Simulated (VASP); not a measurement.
## HfO2: single point with PBE

The system is HfO2.

```xyz
6
Lattice="3.5168 0.0000 0.0000 0.0000 3.5168 0.0000 0.0000 0.0000 5.0317" Properties=species:S:1:pos:R:3 pbc="T T T"
Hf    1.7584    1.7584    2.5158
Hf    0.0000    0.0000    0.0000
O     0.0000    1.7584    3.5935
O     1.7584    0.0000    3.9540
O     1.7584    0.0000    1.4382
O     0.0000    1.7584    1.0777
```

| Quantity | Value |
| --- | --- |
| Program | VASP 6.6.1 |
| Task | single point |
| Functional | PBE |
| Potentials or basis | VASP PAW PBE potentials, release 64 (Hf_pv, O) |
| Cutoff | 520 eV |
| k mesh | 6 × 6 × 4 |
| Occupations | gaussian, width 0.02 eV |
| Spin | no spin polarisation |
| Dipole correction | no |
| Further INCAR settings | ALGO = Normal; EDIFF = 1e-07; NBANDS = 31 |

```
Pressure               : 16.9 GPa
Largest force          : 0.022 eV/Å
Band gap on the k mesh : 4.56 eV (least direct gap 4.78 eV)
```

Forces on the atoms (eV/Å):
```
Hf   0.000  0.000  0.000
Hf   0.000  0.000  0.000
O    0.000  0.000 -0.022
O    0.000  0.000  0.022
O    0.000  0.000  0.022
O    0.000  0.000 -0.022
```

Levels at points of the mesh, in eV from the valence-band top:
```
           k point  band 20  band 21  band 22  band 23  band 24  band 25
(0.00, 0.00, 0.00)    -0.22    -0.22    -0.22     4.56     4.59     5.37
(0.50, 0.00, 0.00)    -1.68    -0.26    -0.26     5.05     5.05     6.12
(0.50, 0.50, 0.00)    -1.08    -0.18    -0.18     5.16     5.16     6.25
(0.00, 0.00, 0.50)    -0.56    -0.14    -0.14     5.34     5.34     5.48
(0.50, 0.00, 0.50)    -1.51    -1.27    -1.27     5.28     5.28     5.47
(0.50, 0.50, 0.50)    -1.33     0.00     0.00     5.94     5.94     5.99
```

It took 54 s on 1 thread of Intel Xeon 8259CL (shared host), peak memory 0.2 GiB.

Caveat: the cell stands under pressure; spin-orbit coupling is left out, which moves the levels of the heavy elements. A k mesh can miss the band edges.
